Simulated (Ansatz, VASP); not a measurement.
## NbZn3: VASP beside Ansatz

```
CELL_PARAMETERS angstrom
3.83724 0.00000 0.00000
0.00000 3.83724 0.00000
0.00000 0.00000 3.83724
ATOMIC_POSITIONS crystal
Nb 0.00000 0.00000 0.00000
Zn 0.00000 0.50000 0.50000
Zn 0.50000 0.00000 0.50000
Zn 0.50000 0.50000 0.00000
```

Alike in both runs: functional LDA; k mesh 10 × 10 × 10; occupations gaussian, width 0.1 eV; no spin polarisation.

Ansatz relaxed the structure, and its values are those at the end. VASP's run is a single point on that final structure, the one shown.

|  | VASP | Ansatz |
| --- | --- | --- |
| version | VASP 6.6.1 | Ansatz 0.2.0 |
| potentials or method | VASP PAW LDA potentials, release 64 (Nb_sv, Zn), cutoff 520 eV | scalar-relativistic, plane waves, PAW |
| valence electrons in the cell | 49 | 49 |

VASP gave:

| Quantity | Value |
| --- | --- |
| gap on the k mesh at the Fermi level (eV) | none |
| pressure (GPa) | 0.6 |

Problem. Estimate Ansatz's values.

Solution. gap on the k mesh at the Fermi level (eV): none; pressure (GPa): 0.0.

LDA's correlation is that of Perdew and Zunger in VASP and of Perdew and Wang (1992) in Ansatz. A gap of «none» marks a metal or a gap that the smearing closes.
